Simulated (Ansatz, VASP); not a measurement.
## HPbNO4: VASP beside Ansatz

File POSCAR:

```
HPbNO4
1.0
    4.1992333042      0.1111690396      0.1681686480
    1.9160031303      3.8913215333      0.1256812733
    1.7608518629      1.2525922712      6.3726651046
H Pb N O
1 1 1 4
Direct
    0.8914524693      0.6820195829      0.6279641989
    0.1442604633      0.9287200241      0.8835175531
    0.2566946597      0.2886125609      0.3017057778
    0.8310816001      0.6505605158      0.7840518991
    0.3869424009      0.2238031025      0.1129480976
    0.3110391556      0.0357624470      0.4585633194
    0.0772633809      0.6063281167      0.3227509643
```

The input INCAR.step1:

```
  PREC = Accurate
  ENCUT = 520
  ISMEAR = 0
  SIGMA = 0.02
  LREAL = F
  LASPH = T
  NELM = 80
  NBANDS = 31
  GGA = PE
  ALGO = Normal
  EDIFF = 1E-4
  LWAVE = T
  LCHARG = F
```

File INCAR.step2:

```
  PREC = Accurate
  ENCUT = 520
  EDIFF = 1E-6
  ISMEAR = 0
  SIGMA = 0.02
  LREAL = F
  LASPH = T
  NELM = 80
  ALGO = Normal
  ISIF = 2
  LWAVE = F
  LCHARG = T
  METAGGA = R2SCAN
  LMIXTAU = T
  LELF = T
  LVHAR = T
  NBANDS = 31
  ISTART = 1
```

The input KPOINTS:

```
Automatic mesh
0
Gamma
  6 6 4
```

Input for Ansatz:

```yaml
crystal:
  lattice:
    - [4.1992333042, 0.1111690396, 0.168168648]
    - [1.9160031303, 3.8913215333, 0.1256812733]
    - [1.7608518629, 1.2525922712, 6.3726651046]
  atoms:
    - { symbol: H, position: [0.8914524693, 0.6820195829, 0.6279641989] }
    - { symbol: Pb, position: [0.1442604633, 0.9287200241, 0.8835175531] }
    - { symbol: "N", position: [0.2566946597, 0.2886125609, 0.3017057778] }
    - { symbol: O, position: [0.8310816001, 0.6505605158, 0.7840518991] }
    - { symbol: O, position: [0.3869424009, 0.2238031025, 0.1129480976] }
    - { symbol: O, position: [0.3110391556, 0.035762447, 0.4585633194] }
    - { symbol: O, position: [0.0772633809, 0.6063281167, 0.3227509643] }
basis:
  ecutwfc: 500
kpoints:
  mp_grid: { grid: [6, 6, 4] }
  band_path:
    path:
      - [[0.0, 0.0, 0.0], [-0.5, 0.0, 0.0]]
      - [[0.0, 0.0, -0.5], [0.0, 0.0, 0.0], [0.0, -0.5, 0.0]]
      - [[-0.5, -0.5, -0.5], [0.0, 0.0, 0.0], [0.0, -0.5, -0.5]]
      - [[-0.5, -0.5, 0.0], [0.0, 0.0, 0.0], [-0.5, 0.0, -0.5]]
    npoints: 14
hamiltonian:
  xc: r2scan
scf:
  occupations: { method: gaussian, width: 0.02 }
  n_extra_bands: 17
output:
  forces: true
  stress: true
  eigenvalues: true
  populations: true
  dos: { projected: true, de: 0.02, nscf_kmesh: { grid: [9, 9, 6] } }
  bader: true
  write_density: true
  write_potential: true
  elf: true
  volumetric_format: npy
```

Alike in both runs: task single point; functional r2SCAN; k mesh 6 × 6 × 4; occupations gaussian, width 0.02 eV; no spin polarisation.

```csv
,VASP,Ansatz
version,VASP 6.6.1,Ansatz 0.2.0
potentials or method,"VASP PAW PBE potentials, release 64 (H, Pb_d, N, O), cutoff 520 eV","scalar-relativistic, plane waves, PAW"
valence electrons in the cell,44,44
```

VASP gave:

* gap on the k mesh at the Fermi level (eV): 3.11
* least direct gap on the mesh (eV): 3.11
* pressure (GPa): -2.3
* traceless stress, the component that is largest in VASP (GPa): -0.31
* rms of the force components (eV/Å): 0.089

Question: Estimate Ansatz's values.

Answer: gap on the k mesh at the Fermi level (eV): 3.15; least direct gap on the mesh (eV): 3.15; pressure (GPa): -3.2; traceless stress, the component that is largest in VASP (GPa): -0.86; rms of the force components (eV/Å): 0.264.

VASP's potentials were made for PBE, not for r2SCAN. Atom by atom the forces differ by 0.208 eV/Å (rms over components). One of these differences is far larger than is usual between the two programs; its cause wasn't traced. The functional is the same, so the differences come from potentials, cutoffs and numerics.

Spin-orbit coupling is off throughout. Noted on VASP's run: the standard files for N, O and F lose accuracy on very short bonds.
